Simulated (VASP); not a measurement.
Write the native input for VASP 6.6.1 that does the following.

* Task: single point
* Functional: PBEsol
* Potentials or basis: VASP PAW PBE potentials, release 64 (Rh_pv)
* Cutoff: 520 eV
* k mesh: 24 × 24 × 14
* Occupations: gaussian, width 0.15 eV
* Spin: no spin polarisation
* Dipole correction: no
* Further INCAR settings: ALGO = Fast; EDIFF = 1e-06; NBANDS = 22

The structure of Rh lies in POSCAR:

```
Rh
1.0
    2.7693981676      0.0000000000      0.0000000000
   -1.3846990838      2.3983691663      0.0000000000
    0.0000000000      0.0000000000      4.3290202437
Rh
2
Direct
    0.6666666667      0.3333333333      0.7500000000
    0.3333333333      0.6666666667      0.2500000000
```

This isn't the form of Rh at room conditions, which is fcc.

This cell differs from its parent crystal: strain +0.0300 x Voigt [1, 1, 0, 0, 0, 0].

The input as run:

INCAR

```
SYSTEM = Rh
  PREC = Accurate
  ENCUT = 520
  EDIFF = 1E-6
  ISMEAR = 0
  SIGMA = 0.15
  LREAL = .False.
  LASPH = .True.
  NELM = 60
  ALGO = Fast
  ISIF = 2
  LWAVE = .False.
  LCHARG = .False.
  GGA = PS
  NBANDS = 22
```

KPOINTS

```
Automatic mesh
0
Gamma
  24 24 14
  0 0 0
```

Potentials or basis: VASP PAW PBE potentials, release 64 (Rh_pv).

Run with:

```bash
$ cat potpaw_PBE.64/Rh_pv/POTCAR > POTCAR
$ mpirun -np 1 vasp_std > vasp.out
```

Results of the run:

```json
{
 "Pressure": "-14.4 GPa",
 "Band gap on the k mesh": "zero (bands 15 and 16 overlap by 2.22 eV)"
}
```

Caveat: the cell differs from its parent crystal (strain +0.0300 x Voigt [1, 1, 0, 0, 0, 0]); the stress differs along the axes, from -17 to -10 GPa; the PAW data sets were made with another functional, which shifts forces and pressure a little.

Wall time 3.6 min on 1 thread of Intel(R) Xeon(R) Platinum 8375C CPU @ 2.90GHz (Ice Lake), with other jobs on the host, peak memory 0.33 GiB.
